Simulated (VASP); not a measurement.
# HfSi2O6 in VASP: further runs, part 2 of 2

VASP 6.6.1. The steps go on from the part before.

### 3 Single point, PBE

INCAR reads:

```
SYSTEM = HfSi2O6
  PREC = Accurate
  ENCUT = 520
  EDIFF = 1E-6
  ISMEAR = 0
  SIGMA = 0.1
  LREAL = .FALSE.
  LASPH = .TRUE.
  NELM = 80
  ALGO = Normal
  ISIF = 2
  LWAVE = .FALSE.
  LCHARG = .FALSE.
  GGA = PE
  NBANDS = 37
```

KPOINTS reads:

```
regular mesh
0
G
  4 4 2
  0 0 0
```

POSCAR reads:

```
HfSi2O6
1.0
   -0.0014737075     -5.0122120964      0.0062101834
   -4.9517487129      2.5046587409     -0.0079533152
    0.1705905444      0.0074219792     -5.8907172803
Hf Si O
1 2 6
Direct
    0.4588653297     -0.0007086220      0.0000731995
    0.0127971037      0.4939546886      0.3448960859
    0.5200618097      0.5064921100      0.6550678419
    0.5708904735      0.7787067459      0.7980187116
    0.8456183587      0.5407675126      0.5680689315
    0.7904811399      0.2205699064      0.2034175045
    0.3720296967      0.2453366309      0.8170029133
    0.3054065916      0.4609388861      0.4318345375
    0.1246194966      0.7539421413      0.1816202742
```

Potentials or basis: VASP PAW PBE potentials, release 64 (Hf_pv, Si, O).

Started as:

```console
$ cat potpaw_PBE.64/Hf_pv/POTCAR potpaw_PBE.64/Si/POTCAR potpaw_PBE.64/O/POTCAR > POTCAR
$ mpirun -np 1 vasp_std > vasp.out
```

OUTCAR:

```text
SYSTEM = HfSi2O6
   PREC = Accurate
   ENCUT = 520
   EDIFF = 1E-6
   ISMEAR = 0
   LREAL = .FALSE.
   LASPH = .TRUE.
   NELM = 80
   ISIF = 2
   GGA = PE

 ion  position               nearest neighbor table
   1  0.459  0.999  0.000-   6 1.95   4 1.95   7 1.95   9 1.96   2 3.41   3 3.41   3 3.49   2 3.49

   2  0.013  0.494  0.345-   6 1.63   9 1.63   5 1.64   8 1.64   3 3.10   3 3.10   1 3.41   1 3.49

   3  0.520  0.506  0.655-   4 1.63   7 1.63   8 1.64   5 1.64   2 3.10   2 3.10   1 3.41   1 3.49

   4  0.571  0.779  0.798-   3 1.63   1 1.95
   5  0.846  0.541  0.568-   2 1.64   3 1.64
   6  0.790  0.221  0.203-   2 1.63   1 1.95
   7  0.372  0.245  0.817-   3 1.63   1 1.95
   8  0.305  0.461  0.432-   3 1.64   2 1.64
   9  0.125  0.754  0.182-   2 1.63   1 1.96

  LATTYP: Found a triclinic cell.
 ALAT       =     5.5491615564
 B/A-ratio  =     2.0513038837
 C/A-ratio  =     0.9032384639
 COS(alpha) =     0.0007885341
 COS(beta)  =     0.4510970910
 COS(gamma) =     0.7640237204

  Lattice vectors:

 A1 = (   4.9517487129,  -2.5046587409,   0.0079533152)
 A2 = (   9.7343805889,  -0.0045273646,   5.9004137273)
 A3 = (  -0.0014737075,  -5.0122120964,   0.0062101834)

Analysis of symmetry for initial positions (statically):
=====================================================================
 Subroutine PRICEL returns:
 Original cell was already a primitive cell.

 Routine SETGRP: Setting up the symmetry group for a
 triclinic supercell.

 Subroutine GETGRP returns: Found  1 space group operations
 (whereof  1 operations were pure point group operations)
 out of a pool of  2 trial point group operations.

The static configuration has the point symmetry C_1 .

Analysis of symmetry for dynamics (positions and initial velocities):
[... 141 lines left out ...]
  volume/ion in A,a.u.               =      16.25       109.64
  Fermi-wavevector in a.u.,A,eV,Ry     =   1.174524  2.219529 18.769331  1.379507
  Thomas-Fermi vector in A             =   2.310920
   LORBIT       =      0    0 simple, 1 ext, 2 COOP (PROOUT), +10 PAW based schemes
   GGA     = PE    functional components
   LHFCALC =     F    Hartree Fock is set to
   AEXX    =    0.0000 exact exchange contribution
   IVDW    =     0    specifies the selected vdW correction
   LEPSILON=     F    determine dielectric tensor
   LRPA    =     F    only Hartree local field effects (RPA)
 non-spin polarized calculation
 Gauss-broadening in eV      SIGMA  =   0.10
  energy-cutoff  :      520.00
  volume of cell :      146.23
 maximum number of plane-waves:      3947
 NGX is ok and might be reduce to    40

 number of electron      54.0000006 magnetization

 Free energy of the ion-electron system (eV)
  ---------------------------------------------------
  ext. energy  EPLUGINS =         0.00000000
  ---------------------------------------------------
  free energy    TOTEN  =       -77.29154140 eV

  energy without entropy =      -77.29154140  energy(sigma->0) =      -77.29154140

 E-fermi :   0.0334     XC(G=0):  -8.3572

 val. band max:       -0.4906563361   @ k =  -0.0000   0.0000   0.5000
 cond. band min:       4.5334222173   @ k =   0.0000   0.0000   0.0000
 fundamental gap:      5.0240785534
 Fermi energy:         0.0334099495

 k-point     1 :       0.0000    0.0000    0.0000
  band No.  band energies     occupation
      1     -29.3970      2.00000
      2     -29.3517      2.00000
      3     -29.3261      2.00000
      4     -19.2288      2.00000
      5     -17.7432      2.00000
      6     -17.4847      2.00000
[... 789 lines left out ...]
     36       9.0144      0.00000
     37       9.3152      0.00000

------------------------ aborting loop because EDIFF is reached ----------------------------------------

  FORCE on cell =-STRESS in cart. coord.  units (eV):
  Direction    XX          YY          ZZ          XY          YZ          ZX
  --------------------------------------------------------------------------------------
  -------------------------------------------------------------------------------------
  Total       -0.3633417     -0.3706622     -0.4664774     -0.0319340      0.0395741     -0.0696326
  in kB       -3.9810106     -4.0612189     -5.1110339     -0.3498900      0.4336004     -0.7629403
  external PRESSURE =      -4.3844211 kB  Pullay stress =       0.0000000 kB

 VOLUME and BASIS-vectors are now :
 -----------------------------------------------------------------------------
  energy-cutoff  :      520.00
  volume of cell :      146.23
      direct lattice vectors                 reciprocal lattice vectors
    -0.001473708 -5.012212096  0.006210183    -0.100898002 -0.199486972 -0.003173269
    -4.951748713  2.504658741 -0.007953315    -0.201913103  0.000052122 -0.005847179
     0.170590544  0.007421979 -5.890717280     0.000166242 -0.000210376 -0.169754065

 POSITION                                       TOTAL-FORCE (eV/Angst)
 -----------------------------------------------------------------------------------
     -4.94890      0.20295     -0.00553         0.000250     -0.008654      0.000257
     -2.38712      1.17561     -2.03553         0.005266     -0.015611     -0.000548
     -2.39704     -1.33321     -3.85962        -0.002453     -0.009477     -0.001452
     -3.72067     -0.90511     -4.70355        -0.110131      0.108235     -0.111611
     -2.58208     -2.87976     -3.34538         0.004876     -0.001286      0.005747
     -1.05867     -3.40810     -1.19512         0.105421      0.102311      0.108225
     -1.07602     -1.24414     -4.81237         0.122712     -0.087432     -0.100369
     -2.20924     -0.37306     -2.54558        -0.002272     -0.002071     -0.002748
     -3.70253      1.26510     -1.07510        -0.123669     -0.086015      0.102501
 -----------------------------------------------------------------------------------
    total drift:                                0.000165      0.000374      0.000061

  FREE ENERGIE OF THE ION-ELECTRON SYSTEM (eV)
  ---------------------------------------------------
  free  energy   TOTEN  =       -77.2915414037 eV

  energy  without entropy=      -77.2915414037  energy(sigma->0) =      -77.29154140
```

It took 78 s on 1 thread of AMD EPYC 9R45 (Zen 5), shared host; peak memory 0.28 GiB.

What came out:

```yaml
Free_energy: -77.2915 eV
Pressure: -0.4 GPa
Largest_force: 0.191 eV/Å
Band_gap_on_the_k_mesh: 5.02 eV (least direct gap 5.28 eV)
```

Forces on the atoms (eV/Å):
```
Hf   0.000 -0.009  0.000
Si   0.005 -0.016 -0.001
Si  -0.002 -0.009 -0.001
O   -0.110  0.108 -0.112
O    0.005 -0.001  0.006
O    0.105  0.102  0.108
O    0.123 -0.087 -0.100
O   -0.002 -0.002 -0.003
O   -0.124 -0.086  0.103
```

Stress tensor (GPa, compression positive):
```
-0.40 -0.03 -0.08
-0.03 -0.41  0.04
-0.08  0.04 -0.51
```

Levels at points of the mesh, in eV from the valence-band top:
| k point | band 25 | band 26 | band 27 | band 28 | band 29 | band 30 |
| --- | --- | --- | --- | --- | --- | --- |
| (0.00, 0.00, 0.00) | -0.56 | -0.28 | -0.26 | 5.02 | 6.33 | 6.42 |
| (0.50, 0.00, 0.00) | -0.79 | -0.37 | -0.08 | 6.18 | 6.59 | 7.02 |
| (0.00, 0.50, 0.00) | -0.66 | -0.44 | -0.09 | 6.11 | 6.53 | 6.79 |
| (0.50, 0.50, 0.00) | -0.78 | -0.37 | -0.08 | 6.18 | 6.60 | 7.03 |
| (0.00, 0.00, 0.50) | -0.59 | -0.06 | 0.00 | 6.13 | 6.35 | 6.84 |
| (0.50, 0.00, 0.50) | -0.57 | -0.48 | -0.18 | 6.30 | 6.59 | 6.99 |
| (0.00, 0.50, 0.50) | -0.75 | -0.46 | -0.38 | 6.08 | 6.65 | 6.75 |
| (0.50, 0.50, 0.50) | -0.57 | -0.48 | -0.19 | 6.30 | 6.59 | 6.99 |

Caveat: the k points lie up to 0.53 Å⁻¹ apart; spin-orbit coupling is left out, which moves the levels of the heavy elements. A k mesh can miss the band edges.

### 4 Single point, PBE

This run uses another cell than the first one, of the same volume but with other edges.

INCAR reads:

```
ALGO = Normal
EDIFF = 1E-6
ENCUT = 520
GGA = PE
ISIF = 2
ISMEAR = 0
LASPH = T
LCHARG = T
LELF = T
LREAL = F
LVHAR = T
LWAVE = F
NBANDS = 37
NELM = 100
PREC = Accurate
SIGMA = 0.1
```

KPOINTS reads:

```
k-points
0
Gamma
  4 4 4
```

POSCAR reads:

```
HfSi2O6
1.0
    4.9553592000     -2.5079402000      0.0000000000
    4.9553592000      2.5079402000      0.0000000000
   -0.1764545000      0.0000000000      5.8822158000
Hf Si O
1 2 6
Direct
    0.4587940000      0.5412060000      0.0000000000
    0.5193970000      0.9865640000      0.6551790000
    0.0134360000      0.4806030000      0.3448210000
    0.7916040000      0.4295670000      0.2022840000
    0.3048400000      0.1550930000      0.4318780000
    0.5704330000      0.2083960000      0.7977160000
    0.1259400000      0.6285810000      0.1826300000
    0.8449070000      0.6951600000      0.5681220000
    0.3714190000      0.8740600000      0.8173700000
```

Started as:

```console
$ cat potpaw_PBE.64/Hf_pv/POTCAR potpaw_PBE.64/Si/POTCAR potpaw_PBE.64/O/POTCAR > POTCAR
$ mpirun -np 1 vasp_std > vasp.out
```

Wall time 99 s (1 thread of AMD EPYC 9R45 (Zen 5), shared host); peak memory 0.31 GiB.

The run converged. Its results:

```yaml
Free_energy: -77.2925 eV
Pressure: -0.4 GPa
Largest_force: 0.189 eV/Å
Band_gap_on_the_k_mesh: 5.03 eV (least direct gap 5.29 eV)
```

Forces in eV/Å, atoms in the order of the input:
```
Hf   0.000 -0.014  0.000
Si   0.017 -0.012 -0.011
Si  -0.017 -0.012  0.011
O   -0.106  0.109 -0.112
O    0.004 -0.004 -0.004
O    0.106  0.109  0.112
O    0.127 -0.085 -0.106
O   -0.004 -0.004  0.004
O   -0.127 -0.085  0.106
```

Levels at points of the mesh, in eV from the valence-band top:
| k point | band 23 | band 24 | band 25 | band 26 | band 27 | band 28 | band 29 | band 30 | band 31 | band 32 |
| --- | --- | --- | --- | --- | --- | --- | --- | --- | --- | --- |
| (0.00, 0.00, 0.00) | -0.95 | -0.80 | -0.56 | -0.28 | -0.26 | 5.03 | 6.34 | 6.42 | 6.98 | 7.40 |
| (0.50, 0.00, 0.00) | -1.08 | -0.99 | -0.78 | -0.37 | -0.08 | 6.18 | 6.60 | 7.03 | 7.13 | 7.56 |
| (0.50, 0.50, 0.00) | -1.10 | -0.93 | -0.66 | -0.44 | -0.08 | 6.11 | 6.53 | 6.80 | 7.11 | 7.33 |
| (0.00, 0.00, 0.50) | -1.21 | -0.79 | -0.59 | -0.05 | 0.00 | 6.13 | 6.35 | 6.86 | 6.92 | 7.18 |
| (0.50, 0.00, 0.50) | -1.12 | -0.87 | -0.56 | -0.48 | -0.18 | 6.30 | 6.59 | 6.99 | 7.35 | 7.71 |
| (0.50, 0.50, 0.50) | -1.22 | -0.82 | -0.75 | -0.46 | -0.38 | 6.09 | 6.65 | 6.75 | 6.92 | 7.37 |

Caveat: spin-orbit coupling is left out, which moves the levels of the heavy elements. A k mesh can miss the band edges.

### 5 Single point, PBE

This run uses another cell than the first one, of 16.21 Å³/atom.

INCAR reads:

```
PREC = Accurate
ENCUT = 520
EDIFF = 1E-6
ISMEAR = 0
SIGMA = 0.01
LREAL = F
LASPH = T
NELM = 80
ALGO = Normal
ISIF = 2
LWAVE = F
LCHARG = F
GGA = PE
NBANDS = 37
```

KPOINTS reads:

```
regular mesh
0
Gamma
  6 6 4
```

POSCAR reads:

```
HfSi2O6
1.0
    4.9547403571     -2.5044979126     -0.0007481287
    4.9547403571      2.5044979126     -0.0007481287
   -0.1773205233      0.0000000000      5.8781083851
Hf Si O
1 2 6
Direct
    0.4580122044      0.5419877956      0.0000000000
    0.5198289848      0.9863836590      0.6551418192
    0.0136163410      0.4801710152      0.3448581808
    0.7911172944      0.4295883320      0.2026978876
    0.3063833162      0.1539214065      0.4307568237
    0.5704116680      0.2088827056      0.7973021124
    0.1247467271      0.6294251294      0.1825341027
    0.8460785935      0.6936166838      0.5692431763
    0.3705748706      0.8752532729      0.8174658973
```

Started as:

```console
$ cat potpaw_PBE.64/Hf_pv/POTCAR potpaw_PBE.64/Si/POTCAR potpaw_PBE.64/O/POTCAR > POTCAR
$ mpirun -np 1 vasp_std > vasp.out
```

Wall time 3 min (1 thread of AMD EPYC 9R45 (Zen 5), shared host); peak memory 0.38 GiB.

The run converged. Its results:

| Item | Value |
| --- | --- |
| Free energy | -77.2920 eV |
| Pressure | -0.4 GPa |
| Largest force | 0.194 eV/Å |
| Band gap on the k mesh | 5.03 eV (least direct gap 5.29 eV) |

Forces in eV/Å, atoms in the order of the input:
```
Hf   0.000 -0.011  0.000
Si   0.007 -0.015 -0.009
Si  -0.007 -0.015  0.009
O   -0.110  0.110 -0.116
O    0.003 -0.001  0.001
O    0.110  0.110  0.116
O    0.126 -0.089 -0.105
O   -0.003 -0.001 -0.001
O   -0.126 -0.089  0.105
```

Levels at points of the mesh, in eV from the valence-band top:
```tsv
k point	band 25	band 26	band 27	band 28	band 29	band 30
(0.00, 0.00, 0.00)	-0.57	-0.28	-0.26	5.03	6.34	6.42
(0.50, 0.00, 0.00)	-0.78	-0.37	-0.08	6.18	6.59	7.04
(0.50, 0.50, 0.00)	-0.66	-0.45	-0.09	6.12	6.54	6.79
(0.00, 0.00, 0.50)	-0.60	-0.06	0.00	6.14	6.35	6.86
(0.50, 0.00, 0.50)	-0.56	-0.47	-0.18	6.31	6.59	6.99
(0.50, 0.50, 0.50)	-0.76	-0.46	-0.37	6.09	6.65	6.75
```

Caveat: spin-orbit coupling is left out, which moves the levels of the heavy elements. A k mesh can miss the band edges.

### 6 Single point, PBE

This run uses another cell than the first one, of the same volume but with other edges.

INCAR reads:

```
SYSTEM = HfSi2O6
PREC = Accurate
ENCUT = 520
EDIFF = 1E-7
ISMEAR = 0
SIGMA = 0.02
LREAL = .FALSE.
LASPH = .TRUE.
NELM = 100
ALGO = Normal
ISIF = 2
LWAVE = .FALSE.
LCHARG = .FALSE.
GGA = PE
NBANDS = 37
```

KPOINTS reads:

```
regular mesh
0
G
  6 6 4
  0 0 0
```

POSCAR reads:

```
HfSi2O6
1.0
    4.9553592000     -2.5079402000      0.0000000000
    4.9553592000      2.5079402000      0.0000000000
   -0.1764545000      0.0000000000      5.8822158000
Hf Si O
1 2 6
Direct
    0.4587940000      0.5412060000      0.0000000000
    0.5193970000      0.9865640000      0.6551790000
    0.0134360000      0.4806030000      0.3448210000
    0.7916040000      0.4295670000      0.2022840000
    0.3048400000      0.1550930000      0.4318780000
    0.5704330000      0.2083960000      0.7977160000
    0.1259400000      0.6285810000      0.1826300000
    0.8449070000      0.6951600000      0.5681220000
    0.3714190000      0.8740600000      0.8173700000
```

Potentials or basis: VASP PAW PBE potentials, release 64 (Hf_pv, Si, O).

Started as:

```console
$ cat potpaw_PBE.64/Hf_pv/POTCAR potpaw_PBE.64/Si/POTCAR potpaw_PBE.64/O/POTCAR > POTCAR
$ mpirun -np 1 vasp_std > vasp.out
```

Wall time 3.2 min (1 thread of AMD EPYC 9R45 (Zen 5), shared host); peak memory 0.38 GiB.

It converged, with:

```yaml
Free_energy: -77.2924 eV
Pressure: -0.4 GPa
Largest_force: 0.189 eV/Å
Band_gap_on_the_k_mesh: 5.03 eV (least direct gap 5.29 eV)
```

Forces on the atoms (eV/Å):
```
Hf   0.000 -0.014  0.000
Si   0.017 -0.012 -0.011
Si  -0.017 -0.012  0.011
O   -0.106  0.108 -0.112
O    0.004 -0.004 -0.003
O    0.106  0.108  0.112
O    0.127 -0.085 -0.106
O   -0.004 -0.004  0.003
O   -0.127 -0.085  0.106
```

Levels at points of the mesh, in eV from the valence-band top:
| k point | band 24 | band 25 | band 26 | band 27 | band 28 | band 29 | band 30 | band 31 |
| --- | --- | --- | --- | --- | --- | --- | --- | --- |
| (0.00, 0.00, 0.00) | -0.80 | -0.56 | -0.28 | -0.26 | 5.03 | 6.34 | 6.42 | 6.99 |
| (0.50, 0.00, 0.00) | -0.99 | -0.78 | -0.37 | -0.08 | 6.18 | 6.60 | 7.03 | 7.13 |
| (0.50, 0.50, 0.00) | -0.93 | -0.66 | -0.44 | -0.08 | 6.11 | 6.53 | 6.80 | 7.11 |
| (0.00, 0.00, 0.50) | -0.79 | -0.59 | -0.05 | 0.00 | 6.13 | 6.35 | 6.86 | 6.92 |
| (0.50, 0.00, 0.50) | -0.87 | -0.56 | -0.48 | -0.18 | 6.30 | 6.59 | 6.99 | 7.35 |
| (0.50, 0.50, 0.50) | -0.82 | -0.75 | -0.46 | -0.38 | 6.09 | 6.65 | 6.75 | 6.92 |

Caveat: spin-orbit coupling is left out, which moves the levels of the heavy elements.

### 7 Summary

```tsv
cell	k mesh	smearing	gap on the mesh (eV)	pressure (GPa)	largest force (eV/Å)
a = 5.016, b = 5.554, c = 5.885 Å, angles 91.5, 90.0, 116.8°, 9 atoms, atomic positions A	4 × 4 × 2	gaussian 0.1 eV	5.03	-0.4	0.19
a = 5.012, b = 5.549, c = 5.893 Å, angles 91.4, 90.1, 116.8°, 9 atoms, atomic positions A	4 × 4 × 2	gaussian 0.1 eV	5.02	-0.4	0.19
a = 5.554, b = 5.554, c = 5.885 Å, angles 91.5, 91.5, 53.7°, 9 atoms, atomic positions A	4 × 4 × 4	gaussian 0.1 eV	5.03	-0.4	0.19
a = 5.552, b = 5.552, c = 5.881 Å, angles 91.5, 91.5, 53.6°, 9 atoms, atomic positions B	6 × 6 × 4	gaussian 0.01 eV	5.03	-0.4	0.19
a = 5.554, b = 5.554, c = 5.885 Å, angles 91.5, 91.5, 53.7°, 9 atoms, atomic positions A	6 × 6 × 4	gaussian 0.02 eV	5.03	-0.4	0.19
```

Alike in all rows: task single point; level PBE; potentials or basis VASP PAW PBE potentials, release 64 (Hf_pv, Si, O); no spin polarisation; cutoff (eV) 520.

Caveats: some runs use coarse meshes; spin-orbit coupling is left out, which moves the levels of the heavy elements.

Absolute energies hang on the potentials; compare differences alone.
